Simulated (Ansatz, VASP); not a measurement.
## Two plane-wave programs on Al3H2

File INCAR:

```
SYSTEM = Al3H2
PREC = Accurate
ENCUT = 600
EDIFF = 1E-6
ISMEAR = 0
SIGMA = 0.1
LREAL = .FALSE.
LASPH = .TRUE.
NELM = 60
ALGO = Normal
ISIF = 3
LWAVE = .FALSE.
LCHARG = .FALSE.
GGA = PE
IBRION = 2
NSW = 100
EDIFFG = -0.01
```

The input KPOINTS:

```
regular mesh
0
G
  12 12 4
  0 0 0
```

Contents of POSCAR:

```
Al3H2
1.0
    2.9079080278      0.0000000000      0.0000000000
   -1.4539540139      2.5183222240      0.0000000000
    0.0000000000      0.0000000000      7.7651096386
Al H
3 2
Direct
    0.0000000000      0.0000000000      0.0000000000
    0.3333333333      0.6666666667      0.3532209067
    0.6666666667      0.3333333333      0.6467790933
    0.3333333333      0.6666666667      0.8931079102
    0.6666666667      0.3333333333      0.1068920898
```

Input for Ansatz:

```yaml
crystal:
  lattice:
    - [2.9079080278, 0.0, 0.0]
    - [-1.4539540139, 2.518322224, 0.0]
    - [0.0, 0.0, 7.7651096386]
  atoms:
    - { symbol: Al, position: [0.0, 0.0, 0.0] }
    - { symbol: Al, position: [0.3333333333, 0.6666666667, 0.3532209067] }
    - { symbol: Al, position: [0.6666666667, 0.3333333333, 0.6467790933] }
    - { symbol: H, position: [0.3333333333, 0.6666666667, 0.8931079102] }
    - { symbol: H, position: [0.6666666667, 0.3333333333, 0.1068920898] }
basis:
  ecutwfc: 420
kpoints:
  mp_grid: { grid: [12, 12, 4] }
hamiltonian:
  xc: pbe
scf:
  occupations: { method: gaussian, width: 0.1 }
output:
  forces: true
  stress: true
  eigenvalues: true
relax:
  adjacent_minimum: "off"
  f_tol: 0.01
  max_steps: 80
  cell: { stress_tol: 0.05 }
```

Change from the starting cell: built by hand: ordered vacancy rocksalt, trigonal Al3H2 (P-3m1, No. 164).

Alike in both runs: task relaxation of cell and atoms; functional PBE; k mesh 12 × 12 × 4; occupations gaussian, width 0.1 eV; no spin polarisation.

|  | VASP | Ansatz |
| --- | --- | --- |
| version | VASP 6.6.1 | Ansatz 0.2.0 |
| potentials or method | VASP PAW PBE potentials, release 64 (Al, H), cutoff 600 eV | scalar-relativistic, plane waves, PAW |
| valence electrons in the cell | 11 | 11 |

|  | VASP | Ansatz | Ansatz less VASP |
| --- | --- | --- | --- |
| gap on the k mesh at the Fermi level, each at its own relaxed structure (eV) | none | none | - |
| relaxed volume (Å³/atom) | 11.23 | 11.24 | +0.010 |
| relaxed cell length with the largest relative difference (Å) | 2.960 | 2.961 | +0.0014 |

A gap of «none» marks a metal or a gap that the smearing closes.

Noted on VASP's run: too few bands were computed for a metal, which touches its energy and stress.
